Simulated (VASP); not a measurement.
# WAu (F-43m) in VASP: further runs

Runs on WAu. Level: r2SCAN. Tasks: single point.

Everything below comes from runs of VASP 6.6.1. Logs are shortened: lines on timing, memory, paths and dates and some standing lists are left out, and cuts for length are marked.

## (1) The cell of the first run

It takes space group F-43m (No. 216, cubic). Conventional cell: a = 5.490 Å, b = 5.490 Å, c = 5.490 Å, α = 90.00°, β = 90.00°, γ = 90.00°. Within 3.1 Å of W (site symmetry -43m) lie 4 Au at 2.38 Å. Within 3.1 Å of Au (site symmetry -43m) lie 4 W at 2.38 Å.

## (2) Single point, r2SCAN

Contents of POSCAR:

```
WAu
1.0
    0.0000000000      2.7450861309      2.7450861309
    2.7450861309      0.0000000000      2.7450861309
    2.7450861309      2.7450861309      0.0000000000
W Au
1 1
Direct
    0.0000000000      0.0000000000      0.0000000000
    0.7500000000      0.7500000000      0.7500000000
```

Contents of INCAR.step1:

```
SYSTEM = WAu
PREC = Accurate
ENCUT = 520
ISMEAR = -1
SIGMA = 0.05
LREAL = .FALSE.
LASPH = .TRUE.
NELM = 100
NBANDS = 20
GGA = PE
ALGO = Normal
EDIFF = 1E-4
LWAVE = .TRUE.
LCHARG = .FALSE.
```

Contents of INCAR.step2:

```
SYSTEM = WAu
PREC = Accurate
ENCUT = 520
EDIFF = 1E-7
ISMEAR = -1
SIGMA = 0.05
LREAL = .FALSE.
LASPH = .TRUE.
NELM = 100
ALGO = Normal
ISIF = 2
LWAVE = .FALSE.
LCHARG = .TRUE.
METAGGA = R2SCAN
LMIXTAU = .TRUE.
LELF = .TRUE.
LVHAR = .TRUE.
NBANDS = 20
ISTART = 1
```

Contents of KPOINTS:

```
Automatic mesh
0
G
  8 8 8
  0 0 0
```

Potentials or basis: VASP PAW PBE potentials, release 64 (W_sv, Au).

Command:

```bash
$ cat potpaw_PBE.64/W_sv/POTCAR potpaw_PBE.64/Au/POTCAR > POTCAR
$ cp INCAR.step1 INCAR
$ mpirun -np 1 vasp_std > vasp.out
$ cp INCAR.step2 INCAR
$ mpirun -np 1 vasp_std > vasp.out
```

OUTCAR:

```text
SYSTEM = WAu
   PREC = Accurate
   ENCUT = 520
   EDIFF = 1E-7
   ISMEAR = -1
   LREAL = .FALSE.
   LASPH = .TRUE.
   NELM = 100
   ISIF = 2
   METAGGA = R2SCAN
   ISTART = 1

 ion  position               nearest neighbor table
   1  0.000  0.000  0.000-   2 2.38   2 2.38   2 2.38   2 2.38
   2  0.750  0.750  0.750-   1 2.38   1 2.38   1 2.38   1 2.38

  LATTYP: Found a face centered cubic cell.
 ALAT       =     5.4901722618

  Lattice vectors:

 A1 = (   0.0000000000,   2.7450861309,   2.7450861309)
 A2 = (   2.7450861309,   0.0000000000,   2.7450861309)
 A3 = (   2.7450861309,   2.7450861309,   0.0000000000)

Analysis of symmetry for initial positions (statically):
=====================================================================
 Subroutine PRICEL returns:
 Original cell was already a primitive cell.

 Routine SETGRP: Setting up the symmetry group for a
 face centered cubic supercell.

 Subroutine GETGRP returns: Found 24 space group operations
 (whereof 24 operations were pure point group operations)
 out of a pool of 48 trial point group operations.

The static configuration has the point symmetry T_d .

Analysis of symmetry for dynamics (positions and initial velocities):
=====================================================================
 Subroutine PRICEL returns:
 Original cell was already a primitive cell.

 Routine SETGRP: Setting up the symmetry group for a
 face centered cubic supercell.

 Subroutine GETGRP returns: Found 24 space group operations
 (whereof 24 operations were pure point group operations)
 out of a pool of 48 trial point group operations.

The dynamic configuration has the point symmetry T_d .

 Subroutine INISYM returns: Found 24 space group operations
 (whereof 24 operations are pure point group operations),
 and found     1 'primitive' translations

----------------------------------------------------------------------------------------

                                     Primitive cell

  volume of cell :      41.3712

  direct lattice vectors                    reciprocal lattice vectors
     0.000000000  2.745086131  2.745086131    -0.182143647  0.182143647  0.182143647
     2.745086131  0.000000000  2.745086131     0.182143647 -0.182143647  0.182143647
     2.745086131  2.745086131  0.000000000     0.182143647  0.182143647 -0.182143647

  length of vectors
     3.882138036  3.882138036  3.882138036     0.315482051  0.315482051  0.315482051

  position of ions in fractional coordinates (direct lattice)
     0.000000000  0.000000000  0.000000000
     0.750000000  0.750000000  0.750000000

  ion indices of the primitive-cell ions
   primitive index   ion index
                 1           1
                 2           2

----------------------------------------------------------------------------------------

 KPOINTS: Automatic mesh

Automatic generation of k-mesh.
 Grid dimensions read from file:
 generate k-points for:    8    8    8

 Generating k-lattice:

  Cartesian coordinates                     Fractional coordinates (reciprocal lattice)
    -0.022767956  0.022767956  0.022767956     0.125000000  0.000000000  0.000000000
     0.022767956 -0.022767956  0.022767956     0.000000000  0.125000000  0.000000000
     0.022767956  0.022767956 -0.022767956     0.000000000  0.000000000  0.125000000

  Length of vectors
     0.039435256  0.039435256  0.039435256

  Shift w.r.t. Gamma in fractional coordinates (k-lattice)
     0.000000000  0.000000000  0.000000000

 Subroutine IBZKPT returns following result:
 ===========================================

 Found     29 irreducible k-points:

 Following reciprocal coordinates:
            Coordinates               Weight
  0.000000  0.000000  0.000000      1.000000
  0.125000  0.000000  0.000000      8.000000
  0.250000  0.000000  0.000000      8.000000
  0.375000  0.000000  0.000000      8.000000
  0.500000  0.000000  0.000000      4.000000
  0.125000  0.125000  0.000000      6.000000
[... 16 lines left out ...]
  0.500000  0.250000  0.125000     48.000000
 -0.375000  0.250000  0.125000     24.000000
 [... further k-points ...]
   k-points           NKPTS =     29   k-points in BZ     NKDIM =     29   number of bands    NBANDS=     20
   number of dos      NEDOS =    301   number of ions     NIONS =      2
   total plane-waves  NPLWV =  27000
   dimension x,y,z NGX =    30 NGY =   30 NGZ =   30
   dimension x,y,z NGXF=    60 NGYF=   60 NGZF=   60
   ions per type =               1   1
   NGX,Y,Z   is equivalent  to a cutoff of  12.85, 12.85, 12.85 a.u.
   NGXF,Y,Z  is equivalent  to a cutoff of  25.69, 25.69, 25.69 a.u.
 SYSTEM =  WAu
   PREC   = accura    normal or accurate (medium, high low for compatibility)
   ISTART =      1    job   : 0-new  1-cont  2-samecut
   ICHARG =      0    charge: 1-file 2-atom 10-const
   ISPIN  =      1    spin polarized calculation?
   LNONCOLLINEAR =      F non collinear calculations
   LSORBIT =      F    spin-orbit coupling
   LASPH  =      T    aspherical Exc in radial PAW
   ENCUT  =  520.0 eV  38.22 Ry    6.18 a.u.   7.22  7.22  7.22*2*pi/ulx,y,z
   NELM   =    100;   NELMIN=  2; NELMDL=  0     # of ELM steps
   EDIFF  = 0.1E-06   stopping-criterion for ELM
   LREAL  =      F    real-space projection
   EDIFFG = 0.1E-05   stopping-criterion for IOM
   NSW    =      0    number of steps for IOM
   IBRION =     -1    ionic relax: 0-MD 1-quasi-New 2-CG
   NFREE  =      0    steps in history (QN), initial steepest desc. (CG)
   ISIF   =      2    stress and relaxation
   ISYM   =      2    0-nonsym 1-usesym 2-fastsym
   POTIM  = 0.5000    time-step for ionic-motion
   TEBEG  =    0.0;   TEEND  =   0.0 temperature during run
   PSTRESS=    0.0 pullay stress
   NELECT =      25.0000    total number of electrons
   NUPDOWN=      -1.0000    fix difference up-down
   EMIN   =  10.00;   EMAX   =-10.00  energy-range for DOS
   EFERMI =   0.00;   METHOD = LEGACY
   ISMEAR =    -1;   SIGMA  =   0.05  broadening in eV -4-tet -1-fermi 0-gaus
   EFERMI_NEDOS =   21; number of points for ismear=-14 and -15
   IALGO  =     38    algorithm
   IMIX   =      4    mixing-type and parameters
     AMIX     =   0.40;   BMIX     =  1.00
     AMIX_MAG =   1.60;   BMIX_MAG =  1.00
  volume/ion in A,a.u.               =      20.69       139.59
  Fermi-wavevector in a.u.,A,eV,Ry     =   1.384062  2.615498 26.063694  1.915627
  Thomas-Fermi vector in A             =   2.508601
   LORBIT       =      0    0 simple, 1 ext, 2 COOP (PROOUT), +10 PAW based schemes
   METAGGA = R2SCAN    functional components
   LHFCALC =     F    Hartree Fock is set to
   AEXX    =    0.0000 exact exchange contribution
   IVDW    =     0    specifies the selected vdW correction
   LEPSILON=     F    determine dielectric tensor
   LRPA    =     F    only Hartree local field effects (RPA)
 non-spin polarized calculation
  energy-cutoff  :      520.00
  volume of cell :       41.37
 maximum number of plane-waves:      1139
 NGX is ok and might be reduce to    30
   NGX = 15   NGY = 15   NGZ = 15

 number of electron      25.0000000 magnetization

 Free energy of the ion-electron system (eV)
  ---------------------------------------------------
  ext. energy  EPLUGINS =         0.00000000
  ---------------------------------------------------
  free energy    TOTEN  =       -97.33978644 eV

  energy without entropy =      -97.32419115  energy(sigma->0) =      -97.33198880

 E-fermi :   7.5322     XC(G=0): -12.4349

 val. band max:        7.5034072022   @ k =  -0.3750   0.2500   0.1250
 cond. band min:       7.5827173777   @ k =   0.3750   0.2500   0.0000
 fundamental gap:      0.0793101755
 Fermi energy:         7.5322285953

 k-point     1 :       0.0000    0.0000    0.0000
  band No.  band energies     occupation
      1     -68.4522      2.00000
      2     -32.1238      2.00000
      3     -32.1238      2.00000
      4     -32.1238      2.00000
      5      -1.3413      2.00000
      6       0.4882      2.00000
[... 12 lines left out ...]
     19      19.9340      0.00000
     20      20.2154      0.00000

 k-point     2 :       0.1250    0.0000    0.0000
  band No.  band energies     occupation
      1     -68.4516      2.00000
      2     -32.1280      2.00000
      3     -32.1231      2.00000
      4     -32.1231      2.00000
      5      -1.0508      2.00000
      6       0.3935      2.00000
[... 12 lines left out ...]
     19      20.0124      0.00000
     20      20.2327      0.00000

 k-point     3 :       0.2500    0.0000    0.0000
  band No.  band energies     occupation
      1     -68.4504      2.00000
      2     -32.1380      2.00000
      3     -32.1216      2.00000
      4     -32.1216      2.00000
      5      -0.3360      2.00000
      6       0.3479      2.00000
[... 12 lines left out ...]
     19      18.8737      0.00000
     20      21.0434      0.00000

 k-point     4 :       0.3750    0.0000    0.0000
  band No.  band energies     occupation
      1     -68.4492      2.00000
      2     -32.1478      2.00000
      3     -32.1201      2.00000
      4     -32.1201      2.00000
      5       0.1027      2.00000
      6       0.4669      2.00000
[... 12 lines left out ...]
     19      17.5277      0.00000
     20      22.1928      0.00000

 k-point     5 :       0.5000    0.0000    0.0000
  band No.  band energies     occupation
      1     -68.4487      2.00000
      2     -32.1519      2.00000
      3     -32.1194      2.00000
      4     -32.1194      2.00000
      5       0.1346      2.00000
      6       0.6764      2.00000
[... 12 lines left out ...]
     19      17.0004      0.00000
     20      22.6472      0.00000

 k-point     6 :       0.1250    0.1250    0.0000
  band No.  band energies     occupation
      1     -68.4515      2.00000
      2     -32.1299      2.00000
      3     -32.1227      2.00000
      4     -32.1227      2.00000
      5      -0.9474      2.00000
      6       0.1948      2.00000
[... 12 lines left out ...]
     19      18.8127      0.00000
     20      20.1563      0.00000

 k-point     7 :       0.2500    0.1250    0.0000
  band No.  band energies     occupation
      1     -68.4505      2.00000
      2     -32.1376      2.00000
      3     -32.1219      2.00000
      4     -32.1212      2.00000
      5      -0.3504      2.00000
      6       0.0823      2.00000
[... 12 lines left out ...]
     19      18.4308      0.00000
     20      19.9565      0.00000
[... 277 lines left out ...]
 k-point    20 :      -0.3750    0.3750    0.0000
  band No.  band energies     occupation
      1     -68.4476      2.00000
      2     -32.1550      2.00000
      3     -32.1244      2.00000
      4     -32.1169      2.00000
      5      -0.1474      2.00000
      6       0.2641      2.00000
[... 12 lines left out ...]
     19      19.0152      0.00000
     20      22.0597      0.00000

 k-point    21 :       0.5000    0.5000    0.0000
  band No.  band energies     occupation
      1     -68.4475      2.00000
      2     -32.1648      2.00000
      3     -32.1160      2.00000
      4     -32.1160      2.00000
      5      -0.0501      2.00000
      6       0.1894      2.00000
[... 12 lines left out ...]
     19      18.6074      0.00000
     20      19.4488      0.00000

 k-point    22 :       0.3750    0.2500    0.1250
  band No.  band energies     occupation
      1     -68.4495      2.00000
      2     -32.1441      2.00000
      3     -32.1221      2.00000
      4     -32.1200      2.00000
      5      -0.0408      2.00000
      6       0.2549      2.00000
[... 12 lines left out ...]
     19      18.7609      0.00000
     20      20.0307      0.00000

 k-point    23 :       0.5000    0.2500    0.1250
  band No.  band energies     occupation
      1     -68.4485      2.00000
      2     -32.1485      2.00000
      3     -32.1245      2.00000
      4     -32.1186      2.00000
      5       0.0452      2.00000
      6       0.2145      2.00000
[... 12 lines left out ...]
     19      18.7505      0.00000
     20      21.5287      0.00000

 k-point    24 :      -0.3750    0.2500    0.1250
  band No.  band energies     occupation
      1     -68.4481      2.00000
      2     -32.1498      2.00000
      3     -32.1260      2.00000
      4     -32.1180      2.00000
      5       0.0317      2.00000
      6       0.2367      2.00000
[... 12 lines left out ...]
     19      18.6891      0.00000
     20      22.6322      0.00000

 [... further k-points ...]

------------------------ aborting loop because EDIFF is reached ----------------------------------------

  FORCE on cell =-STRESS in cart. coord.  units (eV):
  Direction    XX          YY          ZZ          XY          YZ          ZX
  --------------------------------------------------------------------------------------
  -------------------------------------------------------------------------------------
  Total        8.0186557      8.0186557      8.0186557     -0.0000000     -0.0000000     -0.0000000
  in kB      310.5376237    310.5376237    310.5376237     -0.0000000     -0.0000000     -0.0000000
  external PRESSURE =     310.5376237 kB  Pullay stress =       0.0000000 kB

 VOLUME and BASIS-vectors are now :
 -----------------------------------------------------------------------------
  energy-cutoff  :      520.00
  volume of cell :       41.37
      direct lattice vectors                 reciprocal lattice vectors
     0.000000000  2.745086131  2.745086131    -0.182143647  0.182143647  0.182143647
     2.745086131  0.000000000  2.745086131     0.182143647 -0.182143647  0.182143647
     2.745086131  2.745086131  0.000000000     0.182143647  0.182143647 -0.182143647

 POSITION                                       TOTAL-FORCE (eV/Angst)
 -----------------------------------------------------------------------------------
      0.00000      0.00000      0.00000         0.000000      0.000000      0.000000
      4.11763      4.11763      4.11763        -0.000000     -0.000000     -0.000000
 -----------------------------------------------------------------------------------
    total drift:                                0.000001      0.000001      0.000001

  FREE ENERGIE OF THE ION-ELECTRON SYSTEM (eV)
  ---------------------------------------------------
  free  energy   TOTEN  =       -97.3397864434 eV

  energy  without entropy=      -97.3241911505  energy(sigma->0) =      -97.33198880
```

Run time: 2 min. Hardware: 1 thread of Intel Xeon Platinum 8488C (Sapphire Rapids), shared host; peak memory 0.18 GiB.

Results:

| Item | Value |
| --- | --- |
| Free energy | -97.3398 eV |
| Pressure | 31.1 GPa |
| Band gap on the k mesh | zero (an odd number of electrons rules out a gap without spin polarisation) |

Caveat: the cell stands under pressure; the PAW data sets were made with another functional, which shifts forces and pressure a little; spin-orbit coupling is left out, which moves the levels of the heavy elements.

(Continued in part 2 of 2.)
